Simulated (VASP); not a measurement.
# Re (I4_1/amd) in VASP: single point with PBE

Aim: the single point of Re with PBE.

Everything below comes from runs of VASP 6.6.1. Logs are shortened: lines on timing, memory, paths and dates and some standing lists are left out, and cuts for length are marked.

### 1 The cell of the first run

Symmetry: I4_1/amd, No. 141, tetragonal system. The conventional cell has a = 4.145 Å, b = 4.145 Å, c = 2.176 Å, α = 90.00°, β = 90.00°, γ = 90.00°. Re (site symmetry -4m2) has 10 Re at 2.14 to 2.64 Å within 2.8 Å.

### 2 Single point, PBE

File INCAR:

```
SYSTEM = Re
ALGO = Normal
EDIFF = 1E-6
ENCUT = 560
GGA = PE
GGA_COMPAT = .FALSE.
ISIF = 2
ISMEAR = -1
LASPH = .TRUE.
LCHARG = .FALSE.
LREAL = .FALSE.
LWAVE = .FALSE.
NBANDS = 22
NELM = 120
PREC = Accurate
SIGMA = 0.08
```

File KPOINTS:

```
k-points
0
G
  19 19 19
  0 0 0
```

File POSCAR:

```
Re
1.0
   -2.0725221112      2.0725221112      1.0878430879
    2.0725221112     -2.0725221112      1.0878430879
    2.0725221112      2.0725221112     -1.0878430879
Re
2
Direct
   -0.3750000000     -0.1250000000     -0.2500000000
    0.3750000000      0.1250000000      0.2500000000
```

Potentials or basis: VASP PAW PBE potentials, release 64 (Re_sv_GW).

The run is started by

```
> cat potpaw_PBE.64/Re_sv_GW/POTCAR > POTCAR
> mpirun -np 1 vasp_std > vasp.out
```

OUTCAR:

```text
SYSTEM = Re
   EDIFF = 1E-6
   ENCUT = 560
   GGA = PE
   ISIF = 2
   ISMEAR = -1
   LASPH = .TRUE.
   LREAL = .FALSE.
   NELM = 120
   PREC = Accurate

 ion  position               nearest neighbor table
   1  0.625  0.875  0.750-   2 2.14   2 2.14   2 2.14   2 2.14   2 2.64   2 2.64   2 2.64   2 2.64

   2  0.375  0.125  0.250-   1 2.14   1 2.14   1 2.14   1 2.14   1 2.64   1 2.64   1 2.64   1 2.64

  LATTYP: Found a body centered tetragonal cell.
 ALAT       =     4.1450442224
 C/A-ratio  =     0.5248885317

  Lattice vectors:

 A1 = (  -2.0725221112,   2.0725221112,   1.0878430879)
 A2 = (   2.0725221112,  -2.0725221112,   1.0878430879)
 A3 = (   2.0725221112,   2.0725221112,  -1.0878430879)

Analysis of symmetry for initial positions (statically):
=====================================================================
 Subroutine PRICEL returns:
 Original cell was already a primitive cell.

 Routine SETGRP: Setting up the symmetry group for a
 body centered tetragonal supercell.

 Subroutine GETGRP returns: Found 16 space group operations
 (whereof  4 operations were pure point group operations)
 out of a pool of 16 trial point group operations.

The static configuration has the point symmetry C_2h.
 The point group associated with its full space group is D_4h.

Analysis of symmetry for dynamics (positions and initial velocities):
=====================================================================
 Subroutine PRICEL returns:
 Original cell was already a primitive cell.

 Routine SETGRP: Setting up the symmetry group for a
 body centered tetragonal supercell.

 Subroutine GETGRP returns: Found 16 space group operations
 (whereof  4 operations were pure point group operations)
 out of a pool of 16 trial point group operations.

The dynamic configuration has the point symmetry C_2h.
 The point group associated with its full space group is D_4h.

 Subroutine INISYM returns: Found 16 space group operations
 (whereof  4 operations are pure point group operations),
 and found     1 'primitive' translations

----------------------------------------------------------------------------------------

                                     Primitive cell

  volume of cell :      18.6907

  direct lattice vectors                    reciprocal lattice vectors
    -2.072522111  2.072522111  1.087843088     0.000000000  0.241251950  0.459625111
     2.072522111 -2.072522111  1.087843088     0.241251950  0.000000000  0.459625111
[... 83 lines left out ...]
   ENCUT  =  560.0 eV  41.16 Ry    6.42 a.u.   6.03  6.03  6.03*2*pi/ulx,y,z
   NELM   =    120;   NELMIN=  2; NELMDL= -5     # of ELM steps
   EDIFF  = 0.1E-05   stopping-criterion for ELM
   LREAL  =      F    real-space projection
   EDIFFG = 0.1E-04   stopping-criterion for IOM
   NSW    =      0    number of steps for IOM
   IBRION =     -1    ionic relax: 0-MD 1-quasi-New 2-CG
   NFREE  =      0    steps in history (QN), initial steepest desc. (CG)
   ISIF   =      2    stress and relaxation
   ISYM   =      2    0-nonsym 1-usesym 2-fastsym
   POTIM  = 0.5000    time-step for ionic-motion
   TEBEG  =    0.0;   TEEND  =   0.0 temperature during run
   PSTRESS=    0.0 pullay stress
   NELECT =      30.0000    total number of electrons
   NUPDOWN=      -1.0000    fix difference up-down
   EMIN   =  10.00;   EMAX   =-10.00  energy-range for DOS
   EFERMI =   0.00;   METHOD = LEGACY
   ISMEAR =    -1;   SIGMA  =   0.08  broadening in eV -4-tet -1-fermi 0-gaus
   EFERMI_NEDOS =   21; number of points for ismear=-14 and -15
   IALGO  =     38    algorithm
   IMIX   =      4    mixing-type and parameters
     AMIX     =   0.40;   BMIX     =  1.00
     AMIX_MAG =   1.60;   BMIX_MAG =  1.00
  volume/ion in A,a.u.               =       9.35        63.07
  Fermi-wavevector in a.u.,A,eV,Ry     =   1.916786  3.622201 49.988758  3.674070
  Thomas-Fermi vector in A             =   2.952166
   LORBIT       =      0    0 simple, 1 ext, 2 COOP (PROOUT), +10 PAW based schemes
   GGA     = PE    functional components
   LHFCALC =     F    Hartree Fock is set to
   AEXX    =    0.0000 exact exchange contribution
   IVDW    =     0    specifies the selected vdW correction
   LEPSILON=     F    determine dielectric tensor
   LRPA    =     F    only Hartree local field effects (RPA)
 non-spin polarized calculation
  energy-cutoff  :      560.00
  volume of cell :       18.69
 maximum number of plane-waves:       576
   NGX = 11   NGY = 11   NGZ = 11

 number of electron      29.9999998 magnetization

 Free energy of the ion-electron system (eV)
  ---------------------------------------------------
  ext. energy  EPLUGINS =         0.00000000
  ---------------------------------------------------
  free energy    TOTEN  =       -11.19003706 eV

  energy without entropy =      -11.16368634  energy(sigma->0) =      -11.17686170

 E-fermi :  23.6494     XC(G=0): -17.0475

 val. band max:       23.6397659995   @ k =  -0.2632   0.3158   0.2105
 cond. band min:      23.6531463486   @ k =  -0.2632   0.3158   0.1579
 fundamental gap:      0.0133803491
 Fermi energy:        23.6494310088

 k-point     1 :       0.0000    0.0000    0.0000
  band No.  band energies     occupation
      1     -58.4516      2.00000
      2     -56.8895      2.00000
      3     -22.2929      2.00000
      4     -22.2929      2.00000
      5     -17.6318      2.00000
      6     -17.6318      2.00000
[... 589 lines left out ...]
     21      39.7587      0.00000
     22      43.1999      0.00000

 [... further k-points ...]

------------------------ aborting loop because EDIFF is reached ----------------------------------------

  FORCE on cell =-STRESS in cart. coord.  units (eV):
  Direction    XX          YY          ZZ          XY          YZ          ZX
  --------------------------------------------------------------------------------------
  -------------------------------------------------------------------------------------
  Total       63.5805582     63.5805582     63.5677822      0.0000000      0.0000000      0.0000000
  in kB     5450.1734768   5450.1734768   5449.0783020      0.0000000      0.0000000      0.0000000
  external PRESSURE =    5449.8084185 kB  Pullay stress =       0.0000000 kB

 VOLUME and BASIS-vectors are now :
 -----------------------------------------------------------------------------
  energy-cutoff  :      560.00
  volume of cell :       18.69
      direct lattice vectors                 reciprocal lattice vectors
    -2.072522111  2.072522111  1.087843088     0.000000000  0.241251950  0.459625111
     2.072522111 -2.072522111  1.087843088     0.241251950  0.000000000  0.459625111
     2.072522111  2.072522111 -1.087843088     0.241251950  0.241251950  0.000000000

 POSITION                                       TOTAL-FORCE (eV/Angst)
 -----------------------------------------------------------------------------------
      2.07252      1.03626      0.81588        -0.000000     -0.000000      0.000000
     -0.00000      1.03626      0.27196         0.000000      0.000000     -0.000000
 -----------------------------------------------------------------------------------
    total drift:                               -0.000000      0.000000     -0.000000

  FREE ENERGIE OF THE ION-ELECTRON SYSTEM (eV)
  ---------------------------------------------------
  free  energy   TOTEN  =       -11.1900370644 eV

  energy  without entropy=      -11.1636863393  energy(sigma->0) =      -11.17686170
```

stdout:

```text
POSCAR found type information on POSCAR Re
 POSCAR found :  1 types and       2 ions
 scaLAPACK will be used
 LDA part: xc-table for (Slater+PW92), standard interpolation
 POSCAR, INCAR and KPOINTS ok, starting setup
 FFT: planning ... GRIDC
 FFT: planning ... GRID_SOFT
 FFT: planning ... GRID
 WAVECAR not read
 entering main loop
```

Run time: 96 s. Hardware: 1 thread of Intel Xeon Platinum 8488C (Sapphire Rapids), shared host; peak memory 0.33 GiB.

Results:

- Free energy: -11.1900 eV
- Pressure: 545.0 GPa
- Band gap on the k mesh: zero (bands 15 and 16 overlap by 4.35 eV)

Levels at points of the mesh, in eV from the Fermi level:
```csv
k point,band 11,band 12,band 13,band 14,band 15,band 16,band 17,band 18,band 19,band 20
"(0.00, 0.00, 0.00)",-10.08,-9.02,-8.11,0.66,0.66,1.01,1.01,7.53,10.28,10.28
```

Caveat: the cell stands under pressure; spin-orbit coupling is left out, which moves the levels of the heavy elements.
